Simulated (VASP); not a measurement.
# Mo5Rh (P-62m) in VASP: single point with PBE

Aim: the single point of Mo5Rh with PBE.

Everything below comes from runs of VASP 6.6.1. Logs are shortened: lines on timing, memory, paths and dates and some standing lists are left out, and cuts for length are marked.

## Step 1: The cell of the first run

The structure is hexagonal, space group P-62m (No. 189). Conventional cell: a = 4.891 Å, b = 4.891 Å, c = 4.513 Å, α = 90.00°, β = 90.00°, γ = 120.00°. Mo (site symmetry m2m) has 2 Rh at 2.78 Å and 10 Mo at 2.79 to 2.83 Å within 3.7 Å. Within 3.7 Å of Mo (site symmetry -6) lie 9 Mo at 2.79 to 2.82 Å and 3 Rh at 2.82 Å. Within 3.7 Å of Rh (site symmetry -62m) lie 12 Mo at 2.78 to 2.82 Å.

## Step 2: Single point, PBE

The input, INCAR:

```
PREC     = Accurate       # precision mode
ENCUT    = 500            # plane-wave cutoff, eV
EDIFF    = 1E-6           # SCF threshold, eV
ISMEAR   = 0              # smearing method
SIGMA    = 0.2            # smearing width, eV
LREAL    = False          # projectors in reciprocal space
LASPH    = True           # aspherical terms in the spheres
NELM     = 120            # most SCF steps
ALGO     = Normal         # electronic algorithm
ISIF     = 2              # what is computed and relaxed
LWAVE    = False          # write WAVECAR
LCHARG   = False          # write CHGCAR
GGA      = PE             # functional
NBANDS   = 52             # bands
GGA_COMPAT= False
```

The input, KPOINTS:

```
regular mesh
0
Gamma
  4 4 4
```

The input, POSCAR:

```
Mo5Rh
1.0
    4.8914095092      0.0000000000      0.0000000000
   -2.4457047546      4.2360848953      0.0000000000
    0.0000000000      0.0000000000      4.5133520884
Mo Rh
5 1
Direct
    0.3325371131      0.0000000000      0.5000000000
    0.6666666667      0.3333333333      0.0000000000
    0.3333333333      0.6666666667      0.0000000000
    0.0000000000      0.3325371131      0.5000000000
    0.6674628869      0.6674628869      0.5000000000
    0.0000000000      0.0000000000      0.0000000000
```

Potentials or basis: VASP PAW PBE potentials, release 64 (Mo_sv, Rh_pv).

Run with:

```sh
cat potpaw_PBE.64/Mo_sv/POTCAR potpaw_PBE.64/Rh_pv/POTCAR > POTCAR
mpirun -np 1 vasp_std > vasp.out
```

OUTCAR:

```text
PREC = Accurate
   ENCUT = 500
   EDIFF = 1E-6
   ISMEAR = 0
   LREAL = False
   LASPH = True
   NELM = 120
   ISIF = 2
   GGA = PE

 ion  position               nearest neighbor table
   1  0.333  0.000  0.500-   6 2.78   6 2.78   3 2.79   3 2.79   2 2.79   2 2.79   4 2.82   5 2.82
                             5 2.83   4 2.83   4 2.83   5 2.83
   2  0.667  0.333  0.000-   4 2.79   4 2.79   1 2.79   1 2.79   5 2.79   5 2.79   6 2.82   3 2.82
                             3 2.82   6 2.82   6 2.82   3 2.82
   3  0.333  0.667  0.000-   1 2.79   1 2.79   4 2.79   4 2.79   5 2.79   5 2.79   6 2.82   2 2.82
                             2 2.82   6 2.82   6 2.82   2 2.82
   4  0.000  0.333  0.500-   6 2.78   6 2.78   2 2.79   2 2.79   3 2.79   3 2.79   1 2.82   5 2.82
                             1 2.83   5 2.83   5 2.83   1 2.83
   5  0.667  0.667  0.500-   6 2.78   6 2.78   3 2.79   3 2.79   2 2.79   2 2.79   1 2.82   4 2.82
                             1 2.83   4 2.83   4 2.83   1 2.83
   6  0.000  0.000  0.000-   1 2.78   1 2.78   5 2.78   4 2.78   4 2.78   5 2.78   3 2.82   2 2.82
                             2 2.82   3 2.82   2 2.82   3 2.82

  LATTYP: Found a hexagonal cell.
 ALAT       =     4.8914095092
 C/A-ratio  =     0.9227099223

  Lattice vectors:

 A1 = (   4.8914095092,   0.0000000000,   0.0000000000)
 A2 = (  -2.4457047546,   4.2360848953,   0.0000000000)
 A3 = (   0.0000000000,   0.0000000000,   4.5133520884)

Analysis of symmetry for initial positions (statically):
=====================================================================
 Subroutine PRICEL returns:
 Original cell was already a primitive cell.

 Routine SETGRP: Setting up the symmetry group for a
 hexagonal supercell.

 Subroutine GETGRP returns: Found 12 space group operations
 (whereof 12 operations were pure point group operations)
 out of a pool of 24 trial point group operations.

The static configuration has the point symmetry D_3h.

Analysis of symmetry for dynamics (positions and initial velocities):
=====================================================================
 Subroutine PRICEL returns:
 Original cell was already a primitive cell.

 Routine SETGRP: Setting up the symmetry group for a
 hexagonal supercell.

 Subroutine GETGRP returns: Found 12 space group operations
 (whereof 12 operations were pure point group operations)
 out of a pool of 24 trial point group operations.

The dynamic configuration has the point symmetry D_3h.

 Subroutine INISYM returns: Found 12 space group operations
 (whereof 12 operations are pure point group operations),
 and found     1 'primitive' translations

[... 93 lines left out ...]
   IBRION =     -1    ionic relax: 0-MD 1-quasi-New 2-CG
   NFREE  =      0    steps in history (QN), initial steepest desc. (CG)
   ISIF   =      2    stress and relaxation
   ISYM   =      2    0-nonsym 1-usesym 2-fastsym
   POTIM  = 0.5000    time-step for ionic-motion
   TEBEG  =    0.0;   TEEND  =   0.0 temperature during run
   PSTRESS=    0.0 pullay stress
   NELECT =      85.0000    total number of electrons
   NUPDOWN=      -1.0000    fix difference up-down
   EMIN   =  10.00;   EMAX   =-10.00  energy-range for DOS
   EFERMI =   0.00;   METHOD = LEGACY
   ISMEAR =     0;   SIGMA  =   0.20  broadening in eV -4-tet -1-fermi 0-gaus
   EFERMI_NEDOS =   21; number of points for ismear=-14 and -15
   IALGO  =     38    algorithm
   IMIX   =      4    mixing-type and parameters
     AMIX     =   0.40;   BMIX     =  1.00
     AMIX_MAG =   1.60;   BMIX_MAG =  1.00
  volume/ion in A,a.u.               =      15.59       105.18
  Fermi-wavevector in a.u.,A,eV,Ry     =   1.585800  2.996728 34.215424  2.514763
  Thomas-Fermi vector in A             =   2.685209
   LORBIT       =      0    0 simple, 1 ext, 2 COOP (PROOUT), +10 PAW based schemes
   GGA     = PE    functional components
   LHFCALC =     F    Hartree Fock is set to
   AEXX    =    0.0000 exact exchange contribution
   IVDW    =     0    specifies the selected vdW correction
   LEPSILON=     F    determine dielectric tensor
   LRPA    =     F    only Hartree local field effects (RPA)
 non-spin polarized calculation
 Gauss-broadening in eV      SIGMA  =   0.20
  energy-cutoff  :      500.00
  volume of cell :       93.52
 maximum number of plane-waves:      2391
 NGX is ok and might be reduce to    36
   NGX = 17   NGY = 17   NGZ = 17

 number of electron      85.0000010 magnetization

 Free energy of the ion-electron system (eV)
  ---------------------------------------------------
  ext. energy  EPLUGINS =         0.00000000
  ---------------------------------------------------
  free energy    TOTEN  =       -60.53199260 eV

  energy without entropy =      -60.37414206  energy(sigma->0) =      -60.45306733

 E-fermi :  11.8535     XC(G=0): -13.3650

 val. band max:       11.8409564064   @ k =   0.5000   0.0000   0.5000
 cond. band min:      11.8583772679   @ k =   0.2500   0.2500   0.0000
 fundamental gap:      0.0174208615
 Fermi energy:        11.8535068972

 k-point     1 :       0.0000    0.0000    0.0000
  band No.  band energies     occupation
      1     -48.8728      2.00000
      2     -48.6301      2.00000
      3     -48.6301      2.00000
      4     -48.6296      2.00000
      5     -48.5853      2.00000
      6     -34.4880      2.00000
[... 649 lines left out ...]
     51      14.7992      0.00000
     52      15.1867      0.00000

------------------------ aborting loop because EDIFF is reached ----------------------------------------

  FORCE on cell =-STRESS in cart. coord.  units (eV):
  Direction    XX          YY          ZZ          XY          YZ          ZX
  --------------------------------------------------------------------------------------
  -------------------------------------------------------------------------------------
  Total        0.2743245      0.2743245      0.1446775      0.0000000      0.0000000     -0.0000000
  in kB        4.6997781      4.6997781      2.4786406      0.0000000      0.0000000     -0.0000000
  external PRESSURE =       3.9593989 kB  Pullay stress =       0.0000000 kB

 VOLUME and BASIS-vectors are now :
 -----------------------------------------------------------------------------
  energy-cutoff  :      500.00
  volume of cell :       93.52
      direct lattice vectors                 reciprocal lattice vectors
     4.891409509  0.000000000  0.000000000     0.204440049  0.118033517  0.000000000
    -2.445704755  4.236084895  0.000000000     0.000000000  0.236067035  0.000000000
     0.000000000  0.000000000  4.513352088     0.000000000  0.000000000  0.221564810

 POSITION                                       TOTAL-FORCE (eV/Angst)
 -----------------------------------------------------------------------------------
      1.62658      0.00000      2.25668        -0.007941     -0.000000     -0.000000
      2.44570      1.41203      0.00000         0.000000      0.000000      0.000000
     -0.00000      2.82406      0.00000         0.000000     -0.000000      0.000000
     -0.81329      1.40866      2.25668         0.003970     -0.006877      0.000000
      1.63242      2.82743      2.25668         0.003970      0.006877     -0.000000
      0.00000      0.00000      0.00000         0.000000      0.000000      0.000000
 -----------------------------------------------------------------------------------
    total drift:                               -0.000000     -0.000000      0.000000

  FREE ENERGIE OF THE ION-ELECTRON SYSTEM (eV)
  ---------------------------------------------------
  free  energy   TOTEN  =       -60.5319925968 eV

  energy  without entropy=      -60.3741420649  energy(sigma->0) =      -60.45306733
```

Wall time 80 s (1 thread of Intel Xeon 8259CL, shared host); peak memory 0.22 GiB.

Results:

| Quantity | Value |
| --- | --- |
| Free energy | -60.5320 eV |
| Pressure | 0.4 GPa |
| Largest force | 0.008 eV/Å |
| Band gap on the k mesh | zero (an odd number of electrons rules out a gap without spin polarisation) |

Forces on the atoms (eV/Å):
```
Mo  -0.008  0.000  0.000
Mo   0.000  0.000  0.000
Mo   0.000  0.000  0.000
Mo   0.004 -0.007  0.000
Mo   0.004  0.007  0.000
Rh   0.000  0.000  0.000
```

Stress tensor (GPa, compression positive):
```
0.47 0.00 0.00
0.00 0.47 0.00
0.00 0.00 0.25
```

Caveat: the k points lie up to 0.37 Å⁻¹ apart, too coarse for converged energies and pressures of a metal.
